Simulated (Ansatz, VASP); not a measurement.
**ZrHCl4: VASP beside Ansatz**

```
CELL_PARAMETERS angstrom
5.09441 0.00000 0.00000
0.00000 5.09441 0.00000
0.00000 0.00000 8.52648
ATOMIC_POSITIONS crystal
Zr 0.00000 0.00000 0.00000
H 0.50000 0.50000 0.50000
Cl 0.50000 0.00000 0.00000
Cl 0.00000 0.50000 0.00000
Cl 0.00000 0.00000 0.27778
Cl 0.00000 0.00000 0.72222
```

Change from the starting cell: species swapped into the AlTlF4 type (P4/mmm, No. 123).

Alike in both runs: functional PBE; k mesh 4 × 4 × 4; occupations gaussian, width 0.1 eV; no spin polarisation.

Ansatz relaxed the structure, and its values are those at the end. VASP's run is a single point on that final structure, the one shown.

|  | VASP | Ansatz |
| --- | --- | --- |
| version | VASP 6.6.1 | Ansatz 0.2.0 |
| potentials or method | VASP PAW PBE potentials, release 64 (Zr_sv, H, Cl), cutoff 520 eV | scalar-relativistic, plane waves, PAW |
| valence electrons in the cell | 41 | 41 |

VASP gave:

| Item | Value |
| --- | --- |
| gap on the k mesh at the Fermi level (eV) | none |
| pressure (GPa) | 0.0 |
| rms of the force components (eV/Å) | 0.003 |

Problem. Which values does Ansatz return?

Solution. gap on the k mesh at the Fermi level (eV): none; pressure (GPa): 0.0; rms of the force components (eV/Å): 0.004.

A gap of «none» marks a metal or a gap that the smearing closes.
